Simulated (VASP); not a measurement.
Hf:

```
CELL_PARAMETERS angstrom
-1.77394 1.77394 1.77394
1.77394 -1.77394 1.77394
1.77394 1.77394 -1.77394
ATOMIC_POSITIONS crystal
Hf 0.00000 0.00000 0.00000
```

Base run:

* Program: VASP 6.6.1
* Functional: PBE
* Potentials or basis: VASP PAW PBE potentials, release 64 (Hf_pv)
* Cutoff: 500 eV
* k mesh: 12 × 12 × 12
* Occupations: fermi-dirac, width 0.1 eV
* Spin: no spin polarisation

Its results: pressure -0.3 GPa.

Problem. The run is repeated on the same cell with these changes: spin from no spin polarisation to non-collinear spin, zero start, spin-orbit coupling; further incar settings from ALGO = Normal; EDIFF = 1e-06; NBANDS = 11 to ALGO = Normal; EDIFF = 1e-06; NBANDS = 21. What comes out?

Solution. Pressure -0.8 GPa; net moment 0.00 μB per cell.
